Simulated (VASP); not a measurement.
## LaSb: electric field gradients with LDA

LaSb:

```
La Sb
1.0
     0.00000    2.48667    2.48667
     2.48667    0.00000    2.48667
     2.48667    2.48667    0.00000
La Sb
1 1
Cartesian
  0.0000 0.0000 0.0000
  2.4867 2.4867 2.4867
```

| Property | Result |
| --- | --- |
| Program | VASP 6.6.1 |
| Task | electric field gradients |
| Functional | LDA |
| Potentials or basis | VASP PAW LDA potentials, release 64 (La, Sb) |
| Cutoff | 520 eV |
| k mesh | 10 × 10 × 10 |
| Occupations | fermi-dirac, width 0.05 eV |
| Spin | no spin polarisation |
| Dipole correction | no |
| Further INCAR settings | ALGO = Normal; EDIFF = 1e-08; NBANDS = 15 |

| Item | Value |
| --- | --- |
| Pressure | 202.3 GPa |
| Band gap on the k mesh | zero (bands 8 and 9 overlap by 1.77 eV) |
| Largest electric field gradient by atom | zero within the noise of the run |

Levels at points of the mesh, in eV from the Fermi level:
```csv
k point,band 4,band 5,band 6,band 7,band 8,band 9,band 10,band 11,band 12,band 13
"(0.00, 0.00, 0.00)",-15.53,-10.44,-0.26,-0.26,-0.26,-0.04,-0.04,-0.04,1.17,2.56
"(0.50, 0.00, 0.00)",-15.31,-6.25,-4.47,-4.47,-4.43,2.16,2.87,2.87,4.06,4.06
"(0.50, 0.50, 0.00)",-16.85,-11.67,-3.80,1.00,1.00,1.47,2.85,3.45,3.45,3.78
```

Wall time 14 s on 1 thread of Intel(R) Xeon(R) 6975P-C (Granite Rapids), on a shared host, peak memory 0.16 GiB.

Caveat: the cell stands under pressure; spin-orbit coupling is left out, which moves the levels of the heavy elements.
